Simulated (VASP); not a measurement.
# TaAs (I4_1md) in VASP: notebook, part 2 of 2

VASP 6.6.1. Earlier steps stand in the parts before.

**4. Single point, LDA+U**

INCAR

```
PREC = Accurate ; ENCUT = 510
EDIFF = 1E-6 ; ISMEAR = -1
SIGMA = 0.05 ; LREAL = False
LASPH = True ; NELM = 200
ALGO = Normal ; ISIF = 2
LWAVE = False ; LCHARG = False
LMAXMIX = 4 ; LDAU = True
LDAUTYPE = 2 ; LDAUL = 2 -1
LDAUU = 1 0 ; LDAUJ = 0 0
LDAUPRINT = 1 ; GGA = CA
NBANDS = 36 ; GGA_COMPAT = False
```

KPOINTS

```
Automatic mesh
0
Gamma
  11 11 11
```

POSCAR

```
TaAs
1.0
   -1.7218133622      1.7218133622      5.8679415361
    1.7218133622     -1.7218133622      5.8679415361
    1.7218133622      1.7218133622     -5.8679415361
Ta As
2 2
Direct
    0.4999673000      0.4999673000      0.0000000000
    0.2499673000      0.7499673000      0.5000000000
    0.0826321200      0.0826321200      0.0000000000
    0.8326321200      0.3326321200      0.5000000000
```

Potentials or basis: VASP PAW LDA potentials, release 64 (Ta_sv_GW, As_d).

Command:

```bash
cat potpaw_LDA.64/Ta_sv_GW/POTCAR potpaw_LDA.64/As_d/POTCAR > POTCAR
mpirun -np 1 vasp_std > vasp.out
```

OUTCAR:

```text
PREC = Accurate
   ENCUT = 510
   EDIFF = 1E-6
   ISMEAR = -1
   LREAL = False
   LASPH = True
   NELM = 200
   ISIF = 2
   GGA = CA

 ion  position               nearest neighbor table
   1  0.500  0.500  0.000-   4 2.61   4 2.61   3 2.62   3 2.62   3 2.62   3 2.62
   2  0.250  0.750  0.500-   3 2.61   3 2.61   4 2.62   4 2.62   4 2.62   4 2.62
   3  0.083  0.083  0.000-   2 2.61   2 2.61   1 2.62   1 2.62   1 2.62   1 2.62
   4  0.833  0.333  0.500-   1 2.61   1 2.61   2 2.62   2 2.62   2 2.62   2 2.62

  LATTYP: Found a body centered tetragonal cell.
 ALAT       =     3.4436267244
[... 1200 lines left out ...]
 [... further k-points ...]
[... 5 lines left out ...]
  --------------------------------------------------------------------------------------
  -------------------------------------------------------------------------------------
  Total       -2.4823156     -2.4823156     -2.5761696      0.0000000      0.0000000      0.0000000
  in kB      -57.1543984    -57.1543984    -59.3153525      0.0000000      0.0000000      0.0000000
  external PRESSURE =     -57.8747164 kB  Pullay stress =       0.0000000 kB

 VOLUME and BASIS-vectors are now :
 -----------------------------------------------------------------------------
  energy-cutoff  :      510.00
  volume of cell :       69.59
      direct lattice vectors                 reciprocal lattice vectors
    -1.721813362  1.721813362  5.867941536     0.000000000  0.290391520  0.085208756
     1.721813362 -1.721813362  5.867941536     0.290391520  0.000000000  0.085208756
     1.721813362  1.721813362 -5.867941536     0.290391520  0.290391520  0.000000000

 POSITION                                       TOTAL-FORCE (eV/Angst)
 -----------------------------------------------------------------------------------
      0.00000      0.00000      5.86756        -0.000000     -0.000000      0.019644
      1.72181      0.00000      2.93359         0.000000      0.000000      0.019644
      0.00000      0.00000      0.96976        -0.000000      0.000000     -0.019644
      0.00000      1.72181      3.90373         0.000000     -0.000000     -0.019644
 -----------------------------------------------------------------------------------
    total drift:                               -0.000000     -0.000000      0.002392

  FREE ENERGIE OF THE ION-ELECTRON SYSTEM (eV)
  ---------------------------------------------------
  free  energy   TOTEN  =       -42.0619979725 eV

  energy  without entropy=      -42.0573366724  energy(sigma->0) =      -42.05966732
```

OSZICAR:

```text
N       E                     dE             d eps       ncg     rms          rms(c)
DAV:   1     0.758029952872E+03    0.75803E+03   -0.25447E+04 13940   0.689E+03
DAV:   2     0.769781549654E+02   -0.68105E+03   -0.65827E+03 11224   0.131E+03
DAV:   3    -0.366173142032E+02   -0.11360E+03   -0.11071E+03  9892   0.236E+02
DAV:   4    -0.457927634510E+02   -0.91754E+01   -0.90724E+01 13320   0.717E+01
DAV:   5    -0.460377306129E+02   -0.24497E+00   -0.24431E+00 13036   0.121E+01    0.856E+01
DAV:   6    -0.422522006402E+02    0.37855E+01   -0.10433E+01 13032   0.215E+01    0.706E+01
DAV:   7    -0.423967480478E+02   -0.14455E+00   -0.44483E+00 13080   0.159E+01    0.245E+01
DAV:   8    -0.420446300885E+02    0.35212E+00   -0.12737E+00 11876   0.279E+01    0.137E+01
DAV:   9    -0.420631431065E+02   -0.18513E-01   -0.19847E-01 11764   0.314E+00    0.802E+00
DAV:  10    -0.420654847176E+02   -0.23416E-02   -0.26175E-02 14548   0.299E+00    0.290E+00
DAV:  11    -0.420627814501E+02    0.27033E-02   -0.64918E-03 14968   0.131E+00    0.236E+00
DAV:  12    -0.420623787547E+02    0.40270E-03   -0.90543E-04 13784   0.270E-01    0.107E+00
DAV:  13    -0.420620332792E+02    0.34548E-03   -0.68466E-04 14028   0.474E-01    0.425E-01
DAV:  14    -0.420619972882E+02    0.35991E-04   -0.26186E-04 14908   0.241E-01    0.239E-01
DAV:  15    -0.420620000395E+02   -0.27513E-05   -0.25502E-05 13352   0.734E-02    0.166E-02
DAV:  16    -0.420619980763E+02    0.19632E-05   -0.10078E-05 11976   0.558E-02    0.240E-02
DAV:  17    -0.420619979725E+02    0.10382E-06   -0.14293E-06  6160   0.126E-02
   1 F= -.42061998E+02 E0= -.42059667E+02  d E =-.466130E-02
```

Run time: 11 min. Hardware: 1 thread of Intel Xeon Platinum 8488C (Sapphire Rapids), shared host; peak memory 0.45 GiB.

What came out:

* Free energy: -42.0620 eV
* Pressure: -5.8 GPa
* Largest force: 0.020 eV/Å
* Band gap on the k mesh: zero (filled and empty bands touch)

Forces on the atoms (eV/Å):
```
Ta   0.000  0.000  0.020
Ta   0.000  0.000  0.020
As   0.000  0.000 -0.020
As   0.000  0.000 -0.020
```

Levels at points of the mesh, in eV from the Fermi level:
| k point | band 25 | band 26 | band 27 | band 28 | band 29 | band 30 | band 31 | band 32 |
| --- | --- | --- | --- | --- | --- | --- | --- | --- |
| (0.00, 0.00, 0.00) | -2.32 | -1.94 | -1.64 | -1.64 | 0.93 | 1.58 | 2.30 | 3.08 |

Eigenvalues of the final occupation matrices:
```tsv
site	spin	trace	eigenvalues
site 1 d	1	1.19	0.22 0.24 0.24 0.25 0.25
site 1 d	2	1.19	0.22 0.24 0.24 0.25 0.25
site 2 d	1	1.19	0.22 0.24 0.24 0.25 0.25
site 2 d	2	1.19	0.22 0.24 0.24 0.25 0.25
```

Caveat: the cell stands under tension; spin-orbit coupling is left out, which moves the levels of the heavy elements; U without spin polarisation on a metal has little footing; the U is typed as a test and isn't derived for this compound.

**5. Single point, RPBE**

INCAR

```
PREC = Accurate
ENCUT = 520
EDIFF = 1E-6
ISMEAR = -1
SIGMA = 0.05
LREAL = F
LASPH = T
NELM = 100
ALGO = Normal
ISIF = 2
LWAVE = F
LCHARG = T
GGA = RP
LELF = T
LVHAR = T
NBANDS = 24
```

KPOINTS

```
regular mesh
0
Gamma
  11 11 11
```

POSCAR is that of step 4.

Potentials or basis: VASP PAW PBE potentials, release 64 (Ta_pv, As).

Command:

```bash
cat potpaw_PBE.64/Ta_pv/POTCAR potpaw_PBE.64/As/POTCAR > POTCAR
mpirun -np 1 vasp_std > vasp.out
```

OUTCAR:

```text
PREC = Accurate
   ENCUT = 520
   EDIFF = 1E-6
   ISMEAR = -1
   LREAL = F
   LASPH = T
   NELM = 100
   ISIF = 2
   GGA = RP

 ion  position               nearest neighbor table
   1  0.500  0.500  0.000-   4 2.61   4 2.61   3 2.62   3 2.62   3 2.62   3 2.62   2 3.40   2 3.40
                             2 3.40   2 3.40
   2  0.250  0.750  0.500-   3 2.61   3 2.61   4 2.62   4 2.62   4 2.62   4 2.62   1 3.40   1 3.40
                             1 3.40   1 3.40
   3  0.083  0.083  0.000-   2 2.61   2 2.61   1 2.62   1 2.62   1 2.62   1 2.62
   4  0.833  0.333  0.500-   1 2.61   1 2.61   2 2.62   2 2.62   2 2.62   2 2.62

  LATTYP: Found a body centered tetragonal cell.
 ALAT       =     3.4436267244
 C/A-ratio  =     3.4080009279

  Lattice vectors:

 A1 = (  -1.7218133622,   1.7218133622,   5.8679415361)
 A2 = (   1.7218133622,  -1.7218133622,   5.8679415361)
 A3 = (   1.7218133622,   1.7218133622,  -5.8679415361)

Analysis of symmetry for initial positions (statically):
=====================================================================
 Subroutine PRICEL returns:
 Original cell was already a primitive cell.

 Routine SETGRP: Setting up the symmetry group for a
[... 168 lines left out ...]
  ---------------------------------------------------
  free energy    TOTEN  =       -33.24341785 eV

  energy without entropy =      -33.23872739  energy(sigma->0) =      -33.24107262

 E-fermi :   7.0772     XC(G=0): -11.8649

 val. band max:        7.0337154588   @ k =  -0.2727   0.4545   0.2727
 cond. band min:       7.0967801333   @ k =  -0.1818  -0.4545   0.1818
 fundamental gap:      0.0630646746
 Fermi energy:         7.0772216322

 k-point     1 :       0.0000    0.0000    0.0000
  band No.  band energies     occupation
      1     -27.9475      2.00000
      2     -27.9023      2.00000
      3     -27.9023      2.00000
      4     -27.7580      2.00000
      5     -27.7580      2.00000
      6     -27.7126      2.00000
[... 637 lines left out ...]
     23      11.1102      0.00000
     24      12.4963      0.00000

 [... further k-points ...]
[... 5 lines left out ...]
  --------------------------------------------------------------------------------------
  -------------------------------------------------------------------------------------
  Total        2.5390332      2.5390332      1.9364094      0.0000000      0.0000000      0.0000000
  in kB       58.4603015     58.4603015     44.5851104      0.0000000      0.0000000      0.0000000
  external PRESSURE =      53.8352378 kB  Pullay stress =       0.0000000 kB

 VOLUME and BASIS-vectors are now :
 -----------------------------------------------------------------------------
  energy-cutoff  :      520.00
  volume of cell :       69.59
      direct lattice vectors                 reciprocal lattice vectors
    -1.721813362  1.721813362  5.867941536     0.000000000  0.290391520  0.085208756
     1.721813362 -1.721813362  5.867941536     0.290391520  0.000000000  0.085208756
     1.721813362  1.721813362 -5.867941536     0.290391520  0.290391520  0.000000000

 POSITION                                       TOTAL-FORCE (eV/Angst)
 -----------------------------------------------------------------------------------
      0.00000      0.00000      5.86756        -0.000000     -0.000000      0.027968
      1.72181      0.00000      2.93359         0.000000      0.000000      0.027968
      0.00000      0.00000      0.96976        -0.000000      0.000000     -0.027968
      0.00000      1.72181      3.90373         0.000000     -0.000000     -0.027968
 -----------------------------------------------------------------------------------
    total drift:                                0.000000      0.000000      0.000236

  FREE ENERGIE OF THE ION-ELECTRON SYSTEM (eV)
  ---------------------------------------------------
  free  energy   TOTEN  =       -33.2434178454 eV

  energy  without entropy=      -33.2387273892  energy(sigma->0) =      -33.24107262
```

stdout:

```text
POSCAR found type information on POSCAR TaAs
 POSCAR found :  2 types and       4 ions
 scaLAPACK will be used
 -----------------------------------------------------------------------------
|                                                                             |
|                                                                             |
|     You enforced a specific xc type in the INCAR file but a different       |
|     I HOPE YOU KNOW WHAT YOU ARE DOING!                                     |
|                                                                             |
 -----------------------------------------------------------------------------

 LDA part: xc-table for (Slater+PW92), standard interpolation
 POSCAR, INCAR and KPOINTS ok, starting setup
 FFT: planning ... GRIDC
 FFT: planning ... GRID_SOFT
 FFT: planning ... GRID
 WAVECAR not read
 entering main loop
```

Run time: 12 min. Hardware: 1 thread of Intel Xeon 8259CL, shared host; peak memory 0.44 GiB.

Results:

| Quantity | Value |
| --- | --- |
| Free energy | -33.2434 eV |
| Pressure | 5.4 GPa |
| Largest force | 0.028 eV/Å |
| Band gap on the k mesh | 0.01 eV (least direct gap 0.04 eV) |

Forces in eV/Å, atoms in the order of the input:
```
Ta   0.000  0.000  0.028
Ta   0.000  0.000  0.028
As   0.000  0.000 -0.028
As   0.000  0.000 -0.028
```

Levels at points of the mesh, in eV from the valence-band top:
```tsv
k point	band 12	band 13	band 14	band 15	band 16	band 17	band 18	band 19	band 20	band 21
(0.00, 0.00, 0.00)	-2.49	-2.37	-1.97	-1.65	-1.65	0.90	1.57	2.31	3.08	3.08
```

Caveat: the cell stands under pressure; the smearing spreads over this small gap; the PAW data sets were made with another functional, which shifts forces and pressure a little; spin-orbit coupling is left out, which moves the levels of the heavy elements.

**6. Overview**

| level | potentials or basis | U | cutoff (eV) | gap on the mesh (eV) | pressure (GPa) | largest force (eV/Å) |
| --- | --- | --- | --- | --- | --- | --- |
| PBEsol+U | VASP PAW PBE potentials, release 64 (Ta_sv_GW, As_d) | Ta d U = 2.0 eV | 510 | none | -0.9 | 0.02 |
| PBEsol+U | VASP PAW PBE potentials, release 64 (Ta_sv_GW, As_d) | Ta d U = 5.0 eV | 600 | none | 4.6 | 0.02 |
| LDA+U | VASP PAW LDA potentials, release 64 (Ta_sv_GW, As_d) | Ta d U = 1.0 eV | 510 | none | -5.8 | 0.02 |
| RPBE | VASP PAW PBE potentials, release 64 (Ta_pv, As) | - | 520 | 0.01 | 5.4 | 0.03 |

Alike in all rows: task single point; no spin polarisation; cell as given; k mesh 11 × 11 × 11; smearing fermi-dirac 0.05 eV.

Caveats: spin-orbit coupling is left out, which moves the levels of the heavy elements; the PAW data sets were made with another functional, which shifts forces and pressure a little (at least some runs); U without spin polarisation on a metal has little footing (at least some runs); the U is typed as a test and isn't derived for this compound (at least some runs); the cell stands under pressure (at least some runs); the cell stands under tension (at least some runs); the smearing spreads over this small gap (at least some runs).

Absolute energies hang on the potentials; compare differences alone.

The gap in the log of VASP goes by the Fermi energy; the results here count the filled bands.